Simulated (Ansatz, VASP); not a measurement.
## Two plane-wave programs on MgBeZnCdTe4

```
Be Mg Zn Cd Te
1.0
     6.55281    3.78595    0.03331
    -0.00070    7.63548    7.25053
     6.62691   -3.85198    7.28643
Be Mg Zn Cd Te
3 3 3 3 12
Direct
  0.15887 0.17731 0.84341
  0.07583 0.57502 0.92423
  0.58277 0.41259 0.08039
  0.16556 0.83336 0.15654
  0.67080 0.66271 0.32028
  0.57319 0.75335 0.76485
  0.66654 0.00963 0.00313
  0.08631 0.25333 0.23395
  0.57928 0.09008 0.41616
  0.16901 0.49413 0.50350
  0.65478 0.33403 0.68186
  0.08658 0.92012 0.59135
  0.96584 0.36253 0.00896
  0.98888 0.67464 0.71312
  0.97580 0.02906 0.34928
  0.44313 0.52049 0.88683
  0.50749 0.85244 0.51205
  0.48462 0.20103 0.18397
  0.89409 0.42608 0.42980
  0.89919 0.76355 0.07899
  0.91676 0.10912 0.79248
  0.40883 0.58589 0.24932
  0.38363 0.97107 0.93409
  0.38028 0.24926 0.62483
```

Alike in both runs: functional PBE; k mesh 3 × 2 × 2; occupations gaussian, width 0.1 eV; no spin polarisation.

Ansatz relaxed the structure, and its values are those at the end. VASP's run is a single point on that final structure, the one shown.

|  | VASP | Ansatz |
| --- | --- | --- |
| version | VASP 6.6.1 | Ansatz 0.2.0 |
| potentials or method | VASP PAW PBE potentials, release 64 (Be, Mg, Zn, Cd, Te), cutoff 520 eV | scalar-relativistic, plane waves, PAW |
| valence electrons in the cell | 156 | 324 |

|  | VASP | Ansatz | Ansatz less VASP |
| --- | --- | --- | --- |
| gap on the k mesh at the Fermi level (eV) | 1.60 | 1.61 | +0.003 |
| least direct gap on the mesh (eV) | 1.60 | 1.61 | +0.003 |
| pressure (GPa) | 0.1 | 0.0 | -0.08 |
| rms of the force components (eV/Å) | 0.005 | 0.001 | -0.0040 |

VASP's potentials hold 156 valence electrons a cell and Ansatz's 324, so a difference there can come from the potentials and not from the codes.

Spin-orbit coupling is off throughout.
